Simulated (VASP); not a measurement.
Input of a VASP 6.6.1 run:

Contents of INCAR:

```
PREC = Accurate
ENCUT = 1330
EDIFF = 1E-6
ISMEAR = 0
SIGMA = 0.01
LREAL = F
LASPH = T
NELM = 120
ALGO = Normal
ISIF = 2
LWAVE = F
LCHARG = F
NBANDS = 26
GGA_COMPAT = F
```

File KPOINTS:

```
Automatic mesh
0
Gamma
  8 8 4
```

POSCAR

```
GaN
1.0
    3.1318883696      0.0000000000      0.0000000000
   -1.5659441848      2.7122948899      0.0000000000
    0.0000000000      0.0000000000      5.1061641377
Ga N
2 2
Direct
    0.3333333333      0.6666666667     -0.0006650310
    0.6666666667      0.3333333333      0.4993349690
    0.3333333333      0.6666666667      0.3756650310
    0.6666666667      0.3333333333      0.8756650310
```

Potentials or basis: VASP PAW LDA potentials, release 64 (Ga_d, N_h).

Launch:

```sh
$ cat potpaw_LDA.64/Ga_d/POTCAR potpaw_LDA.64/N_h/POTCAR > POTCAR
$ mpirun -np 1 vasp_std > vasp.out
```

Predict the pressure.

5.2 GPa.

What does it give for the band gap on the k mesh?

2.27 eV.

Caveat: the cell stands under pressure.
